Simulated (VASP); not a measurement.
# Ta2N (P-3m1) in VASP: a series of runs, part 2 of 2

VASP 6.6.1. Earlier steps stand in the parts before.

## (3) Single point, PBEsol (volume scaled by 0.96)

File INCAR:

```
SYSTEM = Ta2N
  PREC = Accurate
  ENCUT = 520
  EDIFF = 1E-7
  ISMEAR = -1
  SIGMA = 0.05
  LREAL = .False.
  LASPH = .True.
  NELM = 100
  ALGO = Normal
  ISIF = 2
  LWAVE = .False.
  LCHARG = .True.
  GGA = PS
  LELF = .True.
  LVHAR = .True.
  NBANDS = 20
```

File KPOINTS:

```
Automatic mesh
0
Gamma
  10 10 6
  0 0 0
```

File POSCAR:

```
Ta2N
1.0
    3.0707906527      0.0000000000      0.0000000000
   -1.5353953264      2.6593827149      0.0000000000
    0.0000000000      0.0000000000      4.8040242697
Ta N
2 1
Direct
    0.3333333333      0.6666666667      0.2547110000
    0.6666666667      0.3333333333      0.7452890000
    0.0000000000      0.0000000000      0.0000000000
```

Potentials or basis: VASP PAW PBE potentials, release 64 (Ta_pv, N).

Command:

```sh
$ cat potpaw_PBE.64/Ta_pv/POTCAR potpaw_PBE.64/N/POTCAR > POTCAR
$ mpirun -np 1 vasp_std > vasp.out
```

OUTCAR:

```text
SYSTEM = Ta2N
   PREC = Accurate
   ENCUT = 520
   EDIFF = 1E-7
   ISMEAR = -1
   LREAL = .False.
   LASPH = .True.
   NELM = 100
   ISIF = 2
   GGA = PS

 ion  position               nearest neighbor table
   1  0.333  0.667  0.255-   3 2.15   3 2.15   3 2.15   2 2.95   2 2.95   2 2.95   2 3.02   2 3.02
                             2 3.02
   2  0.667  0.333  0.745-   3 2.15   3 2.15   3 2.15   1 2.95   1 2.95   1 2.95   1 3.02   1 3.02
                             1 3.02
   3  0.000  0.000  0.000-   1 2.15   2 2.15   1 2.15   2 2.15   2 2.15   1 2.15

  LATTYP: Found a hexagonal cell.
[... 742 lines left out ...]
     20      13.3883      0.00000

 [... further k-points ...]
[... 5 lines left out ...]
  --------------------------------------------------------------------------------------
  -------------------------------------------------------------------------------------
  Total        0.7095703      0.7095703      0.9391772     -0.0000000      0.0000000      0.0000000
  in kB       28.9780896     28.9780896     38.3549893     -0.0000000      0.0000000      0.0000000
  external PRESSURE =      32.1037228 kB  Pullay stress =       0.0000000 kB

 VOLUME and BASIS-vectors are now :
 -----------------------------------------------------------------------------
  energy-cutoff  :      520.00
  volume of cell :       39.23
      direct lattice vectors                 reciprocal lattice vectors
     3.070790653  0.000000000  0.000000000     0.325649031  0.188013556  0.000000000
    -1.535395326  2.659382715  0.000000000     0.000000000  0.376027111  0.000000000
     0.000000000  0.000000000  4.804024270     0.000000000  0.000000000  0.208158815

 POSITION                                       TOTAL-FORCE (eV/Angst)
 -----------------------------------------------------------------------------------
     -0.00000      1.77292      1.22364        -0.000000      0.000000     -0.005673
      1.53540      0.88646      3.58039         0.000000     -0.000000      0.005673
      0.00000      0.00000      0.00000         0.000000      0.000000      0.000000
 -----------------------------------------------------------------------------------
    total drift:                               -0.000000      0.000000      0.000000

  FREE ENERGIE OF THE ION-ELECTRON SYSTEM (eV)
  ---------------------------------------------------
  free  energy   TOTEN  =       -36.4889831184 eV

  energy  without entropy=      -36.4758238456  energy(sigma->0) =      -36.48240348
```

OSZICAR:

```text
N       E                     dE             d eps       ncg     rms          rms(c)
DAV:   1     0.211672079446E+03    0.21167E+03   -0.15053E+04  2880   0.139E+03
DAV:   2    -0.299106758539E+02   -0.24158E+03   -0.23533E+03  3296   0.399E+02
DAV:   3    -0.394073397575E+02   -0.94967E+01   -0.92713E+01  3492   0.714E+01
DAV:   4    -0.395552549521E+02   -0.14792E+00   -0.14651E+00  3568   0.823E+00
DAV:   5    -0.395569809207E+02   -0.17260E-02   -0.17251E-02  3544   0.697E-01    0.288E+01
DAV:   6    -0.368592080024E+02    0.26978E+01   -0.13954E+01  3776   0.240E+01    0.137E+01
DAV:   7    -0.365538391197E+02    0.30537E+00   -0.16199E+00  3220   0.823E+00    0.708E+00
DAV:   8    -0.364933769867E+02    0.60462E-01   -0.25650E-01  3360   0.393E+00    0.394E-01
DAV:   9    -0.364895240361E+02    0.38530E-02   -0.26295E-02  3468   0.104E+00    0.241E-01
DAV:  10    -0.364890991196E+02    0.42492E-03   -0.42734E-03  3632   0.524E-01    0.721E-02
DAV:  11    -0.364889990125E+02    0.10011E-03   -0.97694E-04  3340   0.186E-01    0.314E-02
DAV:  12    -0.364889833744E+02    0.15638E-04   -0.82985E-05  3316   0.641E-02    0.719E-03
DAV:  13    -0.364889834727E+02   -0.98247E-07   -0.10691E-05  3496   0.189E-02    0.387E-03
DAV:  14    -0.364889831021E+02    0.37056E-06   -0.16767E-06  3384   0.889E-03    0.150E-03
DAV:  15    -0.364889831184E+02   -0.16348E-07   -0.13488E-07  2016   0.288E-03
   1 F= -.36488983E+02 E0= -.36482403E+02  d E =-.131593E-01
```

stdout:

```text
POSCAR found type information on POSCAR TaN
 POSCAR found :  2 types and       3 ions
 scaLAPACK will be used
 -----------------------------------------------------------------------------
|                                                                             |
|                                                                             |
|     You enforced a specific xc type in the INCAR file but a different       |
|     I HOPE YOU KNOW WHAT YOU ARE DOING!                                     |
|                                                                             |
 -----------------------------------------------------------------------------

 LDA part: xc-table for (Slater+PW92), standard interpolation
 POSCAR, INCAR and KPOINTS ok, starting setup
 FFT: planning ... GRIDC
 FFT: planning ... GRID_SOFT
 FFT: planning ... GRID
 WAVECAR not read
 entering main loop
```

Wall time 1.9 min (1 thread of AMD EPYC 7R13, shared host); peak memory 0.16 GiB.

Results:

```yaml
Free_energy: -36.4890 eV
Pressure: 3.2 GPa
Largest_force: 0.006 eV/Å
```

Forces in eV/Å, atoms in the order of the input:
```
Ta   0.000  0.000 -0.006
Ta   0.000  0.000  0.006
N    0.000  0.000  0.000
```

Stress tensor (GPa, compression positive):
```
2.90 0.00 0.00
0.00 2.90 0.00
0.00 0.00 3.84
```

Caveat: the PAW data sets were made with another functional, which shifts forces and pressure a little.
